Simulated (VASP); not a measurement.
A run of VASP 6.6.1 is set up as follows.

INCAR

```
  PREC = Accurate
  ENCUT = 520
  EDIFF = 1E-6
  ISMEAR = -1
  SIGMA = 0.05
  LREAL = F
  LASPH = T
  NELM = 150
  ALGO = Normal
  ISIF = 2
  LWAVE = F
  LCHARG = F
  ISPIN = 2
  MAGMOM = 0 2 0 0
  LORBIT = 11
  LMAXMIX = 4
  NBANDS = 30
```

File KPOINTS:

```
regular mesh
0
Gamma
  10 10 10
```

File POSCAR:

```
VWC2
1.0
    1.5068593255      0.8699856372      4.9007788181
   -1.5068593255      0.8699856372      4.9007788181
    0.0000000000     -1.7399712744      4.9007788181
W V C
1 1 2
Direct
    0.0000000000      0.0000000000      0.0000000000
    0.5000000000      0.5000000000      0.5000000000
    0.2464940000      0.2464940000      0.2464940000
    0.7535060000      0.7535060000      0.7535060000
```

Potentials or basis: VASP PAW LDA potentials, release 64 (W_sv, V_sv, C).

The run is started by

```sh
$ cat potpaw_LDA.64/W_sv/POTCAR potpaw_LDA.64/V_sv/POTCAR potpaw_LDA.64/C/POTCAR > POTCAR
$ mpirun -np 1 vasp_std > vasp.out
```

(1) Estimate the largest force.

(2) Estimate the net moment.

(3) Predict the pressure.

Answers

(1) 0.005 eV/Å.

(2) 0.00 μB per cell.

(3) -8.8 GPa.

Caveat: the cell stands under tension; the moments typed at the start vanished in this run.
